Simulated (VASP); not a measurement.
# TaN (Pmn2_1) in VASP: single point with PBEsol

Aim: the single point of TaN with PBEsol.

Everything below comes from runs of VASP 6.6.1. Logs are shortened: lines on timing, memory, paths and dates and some standing lists are left out, and cuts for length are marked.

### 1 The cell of the first run

It takes space group Pmn2_1 (No. 31, orthorhombic). Conventional cell: a = 2.924 Å, b = 2.871 Å, c = 5.064 Å, α = 90.00°, β = 90.00°, γ = 90.00°. Within 3.0 Å of Ta (site symmetry m) lie 6 N at 2.19 to 2.24 Å and 8 Ta at 2.87 to 2.92 Å. N (site symmetry m) has 6 Ta at 2.19 to 2.24 Å and 8 N at 2.87 to 2.92 Å within 3.0 Å.

### 2 Single point, PBEsol (atoms displaced along a vibrational mode)

Contents of INCAR:

```
  PREC = Accurate
  ENCUT = 520
  EDIFF = 1E-7
  ISMEAR = 0
  SIGMA = 0.15
  LREAL = F
  LASPH = T
  NELM = 80
  ALGO = Normal
  ISIF = 2
  LWAVE = F
  LCHARG = F
  GGA = PS
  NBANDS = 24
```

Contents of KPOINTS:

```
regular mesh
0
Gamma
  20 20 12
```

Contents of POSCAR:

```
TaN
1.0
    0.0000000000      0.0000000000      2.8707276426
    2.9239890448      0.0000000000      0.0000000000
    0.0000000000      5.0644975863      0.0000000000
Ta N
2 2
Direct
    0.5087085935      0.0000000000      0.3333333333
    0.4912914065      0.5000000000      0.8333333333
    0.0031844460      0.5000000000      0.5000000000
   -0.0031844460      0.0000000000      0.0000000000
```

Potentials or basis: VASP PAW PBE potentials, release 64 (Ta_pv, N).

Launch:

```sh
cat potpaw_PBE.64/Ta_pv/POTCAR potpaw_PBE.64/N/POTCAR > POTCAR
mpirun -np 1 vasp_std > vasp.out
```

OUTCAR:

```text
PREC = Accurate
   ENCUT = 520
   EDIFF = 1E-7
   ISMEAR = 0
   LREAL = F
   LASPH = T
   NELM = 80
   ISIF = 2
   GGA = PS

 ion  position               nearest neighbor table
   1  0.509  0.000  0.333-   4 2.19   3 2.21   3 2.21   3 2.23   3 2.23   4 2.24   2 2.92   2 2.92
                             2 2.92   2 2.92
   2  0.491  0.500  0.833-   3 2.19   4 2.21   4 2.21   4 2.23   4 2.23   3 2.24   1 2.92   1 2.92
                             1 2.92   1 2.92
   3  0.003  0.500  0.500-   2 2.19   1 2.21   1 2.21   1 2.23   1 2.23   2 2.24
   4  0.997  0.000  0.000-   1 2.19   2 2.21   2 2.21   2 2.23   2 2.23   1 2.24

  LATTYP: Found a simple orthorhombic cell.
 ALAT       =     2.8707276426
 B/A-ratio  =     1.0185532760
 C/A-ratio  =     1.7641860242

  Lattice vectors:

 A1 = (   0.0000000000,   0.0000000000,   2.8707276426)
 A2 = (   2.9239890448,   0.0000000000,   0.0000000000)
 A3 = (   0.0000000000,   5.0644975863,   0.0000000000)

Analysis of symmetry for initial positions (statically):
=====================================================================
 Subroutine PRICEL returns:
 Original cell was already a primitive cell.

 Routine SETGRP: Setting up the symmetry group for a
 simple orthorhombic supercell.

 Subroutine GETGRP returns: Found  4 space group operations
 (whereof  2 operations were pure point group operations)
 out of a pool of  8 trial point group operations.

The static configuration has the point symmetry C_1h.
 The point group associated with its full space group is C_2v.

Analysis of symmetry for dynamics (positions and initial velocities):
=====================================================================
 Subroutine PRICEL returns:
 Original cell was already a primitive cell.

 Routine SETGRP: Setting up the symmetry group for a
 simple orthorhombic supercell.

 Subroutine GETGRP returns: Found  4 space group operations
 (whereof  2 operations were pure point group operations)
 out of a pool of  8 trial point group operations.

The dynamic configuration has the point symmetry C_1h.
 The point group associated with its full space group is C_2v.

 Subroutine INISYM returns: Found  4 space group operations
 (whereof  2 operations are pure point group operations),
 and found     1 'primitive' translations

----------------------------------------------------------------------------------------

                                     Primitive cell

  volume of cell :      42.5113

  direct lattice vectors                    reciprocal lattice vectors
     0.000000000  0.000000000  2.870727643     0.000000000  0.000000000  0.348343739
     2.923989045  0.000000000  0.000000000     0.341998545  0.000000000  0.000000000
     0.000000000  5.064497586  0.000000000     0.000000000  0.197452952  0.000000000

  length of vectors
     2.870727643  2.923989045  5.064497586     0.348343739  0.341998545  0.197452952

  position of ions in fractional coordinates (direct lattice)
     0.508708594  0.000000000  0.333333333
     0.491291406  0.500000000  0.833333333
     0.003184446  0.500000000  0.500000000
     0.996815554  0.000000000  0.000000000

  ion indices of the primitive-cell ions
   primitive index   ion index
                 1           1
                 2           2
                 3           3
                 4           4

----------------------------------------------------------------------------------------

 KPOINTS: regular mesh

Automatic generation of k-mesh.
 Grid dimensions read from file:
 generate k-points for:   20   20   12

 Generating k-lattice:

  Cartesian coordinates                     Fractional coordinates (reciprocal lattice)
     0.000000000  0.000000000  0.017417187     0.050000000  0.000000000  0.000000000
     0.017099927  0.000000000  0.000000000     0.000000000  0.050000000  0.000000000
     0.000000000  0.016454413  0.000000000     0.000000000  0.000000000  0.083333333

  Length of vectors
     0.017417187  0.017099927  0.016454413

  Shift w.r.t. Gamma in fractional coordinates (k-lattice)
     0.000000000  0.000000000  0.000000000

 Subroutine IBZKPT returns following result:
 ===========================================

 Found    847 irreducible k-points:

 Following reciprocal coordinates:
            Coordinates               Weight
  0.000000  0.000000  0.000000      1.000000
  0.050000  0.000000  0.000000      2.000000
  0.100000  0.000000  0.000000      2.000000
  0.150000  0.000000  0.000000      2.000000
  0.200000  0.000000  0.000000      2.000000
  0.250000  0.000000  0.000000      2.000000
[... 16 lines left out ...]
  0.000000  0.100000  0.000000      2.000000
  0.050000  0.100000  0.000000      4.000000
 [... further k-points ...]
   k-points           NKPTS =    847   k-points in BZ     NKDIM =    847   number of bands    NBANDS=     24
   number of dos      NEDOS =    301   number of ions     NIONS =      4
   total plane-waves  NPLWV =  23040
   dimension x,y,z NGX =    24 NGY =   24 NGZ =   40
   dimension x,y,z NGXF=    48 NGYF=   48 NGZF=   80
   ions per type =               2   2
   NGX,Y,Z   is equivalent  to a cutoff of  13.90, 13.65, 13.13 a.u.
   NGXF,Y,Z  is equivalent  to a cutoff of  27.80, 27.29, 26.26 a.u.
 SYSTEM =  unknown system
   PREC   = accura    normal or accurate (medium, high low for compatibility)
   ISTART =      0    job   : 0-new  1-cont  2-samecut
   ICHARG =      2    charge: 1-file 2-atom 10-const
   ISPIN  =      1    spin polarized calculation?
   LNONCOLLINEAR =      F non collinear calculations
   LSORBIT =      F    spin-orbit coupling
   LASPH  =      T    aspherical Exc in radial PAW
   ENCUT  =  520.0 eV  38.22 Ry    6.18 a.u.   5.34  5.44  9.42*2*pi/ulx,y,z
   NELM   =     80;   NELMIN=  2; NELMDL= -5     # of ELM steps
   EDIFF  = 0.1E-06   stopping-criterion for ELM
   LREAL  =      F    real-space projection
   EDIFFG = 0.1E-05   stopping-criterion for IOM
   NSW    =      0    number of steps for IOM
   IBRION =     -1    ionic relax: 0-MD 1-quasi-New 2-CG
   NFREE  =      0    steps in history (QN), initial steepest desc. (CG)
   ISIF   =      2    stress and relaxation
   ISYM   =      2    0-nonsym 1-usesym 2-fastsym
   POTIM  = 0.5000    time-step for ionic-motion
   TEBEG  =    0.0;   TEEND  =   0.0 temperature during run
   PSTRESS=    0.0 pullay stress
   NELECT =      32.0000    total number of electrons
   NUPDOWN=      -1.0000    fix difference up-down
   EMIN   =  10.00;   EMAX   =-10.00  energy-range for DOS
   EFERMI =   0.00;   METHOD = LEGACY
   ISMEAR =     0;   SIGMA  =   0.15  broadening in eV -4-tet -1-fermi 0-gaus
   EFERMI_NEDOS =   21; number of points for ismear=-14 and -15
   IALGO  =     38    algorithm
   IMIX   =      4    mixing-type and parameters
     AMIX     =   0.40;   BMIX     =  1.00
     AMIX_MAG =   1.60;   BMIX_MAG =  1.00
  volume/ion in A,a.u.               =      10.63        71.72
  Fermi-wavevector in a.u.,A,eV,Ry     =   1.489213  2.814204 30.174390  2.217755
  Thomas-Fermi vector in A             =   2.602150
   LORBIT       =      0    0 simple, 1 ext, 2 COOP (PROOUT), +10 PAW based schemes
   GGA     = PS    functional components
   LHFCALC =     F    Hartree Fock is set to
   AEXX    =    0.0000 exact exchange contribution
   IVDW    =     0    specifies the selected vdW correction
   LEPSILON=     F    determine dielectric tensor
   LRPA    =     F    only Hartree local field effects (RPA)
 non-spin polarized calculation
 Gauss-broadening in eV      SIGMA  =   0.15
  energy-cutoff  :      520.00
  volume of cell :       42.51
 maximum number of plane-waves:      1166
 NGX is ok and might be reduce to    24
   NGX = 11   NGY = 11   NGZ = 19

 number of electron      32.0000006 magnetization

 Free energy of the ion-electron system (eV)
  ---------------------------------------------------
  ext. energy  EPLUGINS =         0.00000000
  ---------------------------------------------------
  free energy    TOTEN  =       -47.59782514 eV

  energy without entropy =      -47.59628166  energy(sigma->0) =      -47.59705340

 E-fermi :   8.2149     XC(G=0): -13.5807

 val. band max:        8.2116373910   @ k =   0.4500   0.0500   0.0000
 cond. band min:       8.2177231959   @ k =   0.4000   0.0000   0.0000
 fundamental gap:      0.0060858049
 Fermi energy:         8.2148834569

 k-point     1 :       0.0000    0.0000    0.0000
  band No.  band energies     occupation
      1     -27.3207      2.00000
      2     -26.5023      2.00000
      3     -26.4736      2.00000
      4     -26.3502      2.00000
      5     -26.2286      2.00000
      6     -26.2274      2.00000
[... 16 lines left out ...]
     23      12.3991      0.00000
     24      13.5529      0.00000

 k-point     2 :       0.0500    0.0000    0.0000
  band No.  band energies     occupation
      1     -27.3164      2.00000
      2     -26.5283      2.00000
      3     -26.4711      2.00000
      4     -26.3723      2.00000
      5     -26.2266      2.00000
      6     -26.2253      2.00000
[... 16 lines left out ...]
     23      12.6767      0.00000
     24      13.5717      0.00000

 k-point     3 :       0.1000    0.0000    0.0000
  band No.  band energies     occupation
      1     -27.3037      2.00000
      2     -26.6029      2.00000
      3     -26.4638      2.00000
      4     -26.4359      2.00000
      5     -26.2206      2.00000
      6     -26.2193      2.00000
[... 16 lines left out ...]
     23      13.0471      0.00000
     24      13.6236      0.00000

 k-point     4 :       0.1500    0.0000    0.0000
  band No.  band energies     occupation
      1     -27.2839      2.00000
      2     -26.7171      2.00000
      3     -26.5337      2.00000
      4     -26.4523      2.00000
      5     -26.2111      2.00000
      6     -26.2098      2.00000
[... 16 lines left out ...]
     23      13.2175      0.00000
     24      13.7027      0.00000

 k-point     5 :       0.2000    0.0000    0.0000
  band No.  band energies     occupation
      1     -27.2589      2.00000
      2     -26.8579      2.00000
      3     -26.6550      2.00000
      4     -26.4378      2.00000
      5     -26.1993      2.00000
      6     -26.1980      2.00000
[... 16 lines left out ...]
     23      13.1757      0.00000
     24      13.8030      0.00000

 k-point     6 :       0.2500    0.0000    0.0000
  band No.  band energies     occupation
      1     -27.2309      2.00000
      2     -27.0100      2.00000
      3     -26.7868      2.00000
      4     -26.4217      2.00000
      5     -26.1861      2.00000
      6     -26.1847      2.00000
[... 16 lines left out ...]
     23      12.9689      0.00000
     24      13.9172      0.00000
[... 379 lines left out ...]
 k-point    21 :       0.4500    0.0500    0.0000
  band No.  band energies     occupation
      1     -27.4500      2.00000
      2     -27.1754      2.00000
      3     -27.1354      2.00000
      4     -26.3880      2.00000
      5     -26.1635      2.00000
      6     -26.1496      2.00000
[... 16 lines left out ...]
     23      14.3549      0.00000
     24      15.4324      0.00000

 k-point    22 :       0.5000    0.0500    0.0000
  band No.  band energies     occupation
      1     -27.4720      2.00000
      2     -27.1947      2.00000
      3     -27.1310      2.00000
      4     -26.3853      2.00000
      5     -26.1613      2.00000
      6     -26.1475      2.00000
[... 16 lines left out ...]
     23      14.4234      0.00000
     24      15.4839      0.00000

 k-point    23 :       0.0000    0.1000    0.0000
  band No.  band energies     occupation
      1     -27.2883      2.00000
      2     -26.5432      2.00000
      3     -26.4913      2.00000
      4     -26.3466      2.00000
      5     -26.3129      2.00000
      6     -26.2474      2.00000
[... 16 lines left out ...]
     23      12.5124      0.00000
     24      12.7089      0.00000

 k-point    24 :       0.0500    0.1000    0.0000
  band No.  band energies     occupation
      1     -27.2840      2.00000
      2     -26.5407      2.00000
      3     -26.5171      2.00000
      4     -26.3686      2.00000
      5     -26.3103      2.00000
      6     -26.2453      2.00000
[... 16 lines left out ...]
     23      12.7344      0.00000
     24      12.7926      0.00000

 [... further k-points ...]

------------------------ aborting loop because EDIFF is reached ----------------------------------------

  FORCE on cell =-STRESS in cart. coord.  units (eV):
  Direction    XX          YY          ZZ          XY          YZ          ZX
  --------------------------------------------------------------------------------------
  -------------------------------------------------------------------------------------
  Total        0.2236938      0.2716931      0.2968811      0.0000000      0.0000000      0.0000000
  in kB        8.4306394     10.2396479     11.1889420      0.0000000      0.0000000      0.0000000
  external PRESSURE =       9.9530764 kB  Pullay stress =       0.0000000 kB

 VOLUME and BASIS-vectors are now :
 -----------------------------------------------------------------------------
  energy-cutoff  :      520.00
  volume of cell :       42.51
      direct lattice vectors                 reciprocal lattice vectors
     0.000000000  0.000000000  2.870727643     0.000000000  0.000000000  0.348343739
     2.923989045  0.000000000  0.000000000     0.341998545  0.000000000  0.000000000
     0.000000000  5.064497586  0.000000000     0.000000000  0.197452952  0.000000000

 POSITION                                       TOTAL-FORCE (eV/Angst)
 -----------------------------------------------------------------------------------
      0.00000      1.68817      1.46036         0.000000      0.009761     -0.543896
      1.46199      4.22041      1.41036         0.000000      0.009761      0.543896
      1.46199      2.53225      0.00914         0.000000     -0.009761     -0.015477
      0.00000      0.00000      2.86159         0.000000     -0.009761      0.015477
 -----------------------------------------------------------------------------------
    total drift:                               -0.000000     -0.000200      0.000000

  FREE ENERGIE OF THE ION-ELECTRON SYSTEM (eV)
  ---------------------------------------------------
  free  energy   TOTEN  =       -47.5978251358 eV

  energy  without entropy=      -47.5962816595  energy(sigma->0) =      -47.59705340
```

It took 13 min on 1 thread of Intel Xeon Platinum 8259CL at 2.50GHz (Skylake/Cascade Lake), shared host; peak memory 0.75 GiB.

What came out:

```
Free energy            : -47.5978 eV
Pressure               : 1.0 GPa
Largest force          : 0.544 eV/Å
Band gap on the k mesh : zero (bands 16 and 17 overlap by 0.50 eV)
```

Forces on the atoms (eV/Å):
```
Ta   0.000  0.010 -0.544
Ta   0.000  0.010  0.544
N    0.000 -0.010 -0.015
N    0.000 -0.010  0.015
```

Levels at points of the mesh, in eV from the Fermi level:
```
           k point  band 12  band 13  band 14  band 15  band 16  band 17  band 18  band 19  band 20  band 21
(0.00, 0.00, 0.00)    -4.59    -4.26    -3.56    -3.17    -2.89     2.34     3.06     3.66     3.69     4.02
(0.50, 0.00, 0.00)    -5.75    -3.77    -3.77    -0.30    -0.09    -0.08     2.50     3.36     3.36     4.28
(0.00, 0.50, 0.00)    -5.09    -4.95    -4.95    -1.14    -1.14     1.20     1.20     1.73     1.73     4.55
(0.50, 0.50, 0.00)    -6.87    -4.13    -4.13    -1.05    -1.05     4.19     4.19     5.14     5.14     6.17
(0.00, 0.00, 0.50)    -4.27    -3.80    -3.80    -3.13    -3.13     2.22     2.22     3.52     3.52     4.13
(0.50, 0.00, 0.50)    -5.05    -4.92    -4.92    -1.64    -1.64     2.04     2.04     3.26     3.26     4.61
(0.00, 0.50, 0.50)    -5.25    -3.53    -3.53    -3.17    -3.17     3.05     3.05     4.15     4.15     5.22
(0.50, 0.50, 0.50)    -6.23    -5.75    -5.75    -0.30    -0.30     4.27     4.27     5.50     5.50     6.21
```

Caveat: the cell differs from its parent crystal (atoms displaced along a vibrational mode); the PAW data sets were made with another functional, which shifts forces and pressure a little; spin-orbit coupling is left out, which moves the levels of the heavy elements.
